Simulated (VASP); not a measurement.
Wanted: the native input for a VASP 6.6.1 run.

| Property | Result |
| --- | --- |
| Task | single point |
| Functional | PBE |
| Potentials or basis | VASP PAW PBE potentials, release 64 (Zn, H) |
| Cutoff | 520 eV |
| k mesh | 6 × 6 × 6 |
| Occupations | gaussian, width 0.1 eV |
| Spin | no spin polarisation |
| Dipole correction | no |
| Further INCAR settings | ALGO = Normal; EDIFF = 1e-06; NBANDS = 14 |

The structure of ZnH lies in POSCAR:

```
ZnH
1.0
    2.9480170800      0.0000000000      0.0000000000
    0.0000000000      2.9480170800      0.0000000000
    0.0000000000      0.0000000000      2.9480170800
Zn H
1 1
Direct
    0.5000000000      0.5000000000      0.5000000000
    0.0000000000      0.0000000000      0.0000000000
```

The cell was built from a structure type or drawn by symmetry, and may not be a known phase.

One way to write it, as run:

INCAR

```
SYSTEM = ZnH
ALGO = Normal ; EDIFF = 1E-6
ENCUT = 520 ; GGA = PE
ISIF = 2 ; ISMEAR = 0
LASPH = .TRUE. ; LCHARG = .TRUE.
LELF = .TRUE. ; LREAL = .FALSE.
LVHAR = .TRUE. ; LWAVE = .FALSE.
NBANDS = 14 ; NELM = 100
PREC = Accurate ; SIGMA = 0.1
```

KPOINTS

```
k-points
0
G
  6 6 6
  0 0 0
```

Potentials or basis: VASP PAW PBE potentials, release 64 (Zn, H).

Command:

```bash
$ cat potpaw_PBE.64/Zn/POTCAR potpaw_PBE.64/H/POTCAR > POTCAR
$ mpirun -np 1 vasp_std > vasp.out
```

It gave:

```
Pressure               : -9.8 GPa
Band gap on the k mesh : zero (an odd number of electrons rules out a gap without spin polarisation)
```

Caveat: the cell stands under tension.

Run time: 3.7 s on 1 thread of Intel(R) Xeon(R) 6975P-C (Granite Rapids), on a shared host, peak memory 0.13 GiB.
